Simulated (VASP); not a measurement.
Runs of VASP 6.6.1 on Pt. The structure is that of space group P6_3/mmc (No. 194), or close to it. The cells are those of the table. This isn't the form of Pt at room conditions, which is fcc.

```csv
cell,gap on the mesh (eV),pressure (GPa)
"a = 2.820, b = 2.820, c = 4.836 Å, angles 90.0, 90.0, 120.0°, 2 atoms",none,(b)
"a = 2.751, b = 2.751, c = 4.718 Å, angles 90.0, 90.0, 120.0°, 2 atoms",none,-10.9
"a = 2.678, b = 2.678, c = 4.594 Å, angles 90.0, 90.0, 120.0°, 2 atoms",none,13.5
"a = 2.715, b = 2.715, c = 4.657 Å, angles 90.0, 90.0, 120.0°, 2 atoms",none,(a)
"a = 2.641, b = 2.641, c = 4.529 Å, angles 90.0, 90.0, 120.0°, 2 atoms",none,31.1
```

Alike in all rows: task single point; level LDA; potentials or basis VASP PAW LDA potentials, release 64 (Pt_sv_GW); no spin polarisation; k mesh 15 × 15 × 8; cutoff (eV) 570; smearing fermi-dirac 0.1 eV.

Task: Estimate the missing entries.

Result: (a) -0.3; (b) -25.4.

Caveats: spin-orbit coupling is left out, which moves the levels of the heavy elements; the cell stands under tension (at least some runs); the cell stands under pressure (at least some runs).

A k mesh can miss the band edges, and the runs leave out spin-orbit coupling on Pt.

A gap of «none» marks levels without a gap at the run's occupations.
